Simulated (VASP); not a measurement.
A run of VASP 6.6.1 is set up as follows.

The input INCAR:

```
SYSTEM = RuRh2
  ALGO = Fast
  EDIFF = 1E-6
  ENCUT = 520
  GGA = PE
  ISIF = 2
  ISMEAR = 0
  LASPH = .True.
  LCHARG = .False.
  LREAL = .False.
  LWAVE = .False.
  NBANDS = 29
  NELM = 80
  PREC = Accurate
  SIGMA = 0.1
```

The input KPOINTS:

```
k-points
0
Gamma
  12 12 18
  0 0 0
```

POSCAR

```
RuRh2
1.0
    4.3192966811      0.0000000000      0.0000000000
   -2.1596483406      3.7406206523      0.0000000000
    0.0000000000      0.0000000000      2.6466994667
Ru Rh
1 2
Direct
    0.0000000000      0.0000000000      0.0000000000
    0.3333333333      0.6666666667      0.5000000000
    0.6666666667      0.3333333333      0.5000000000
```

Potentials or basis: VASP PAW PBE potentials, release 64 (Ru_pv, Rh_pv).

The run is started by

```sh
$ cat potpaw_PBE.64/Ru_pv/POTCAR potpaw_PBE.64/Rh_pv/POTCAR > POTCAR
$ mpirun -np 1 vasp_std > vasp.out
```

Q: Estimate the band gap on the k mesh.

A: Zero (bands 22 and 23 overlap by 2.37 eV).

Q: Predict the pressure.

A: 0.0 GPa.

Stress tensor (GPa, compression positive):
```
 0.00  0.00  0.00
 0.00  0.00  0.00
 0.00  0.00 -0.11
```
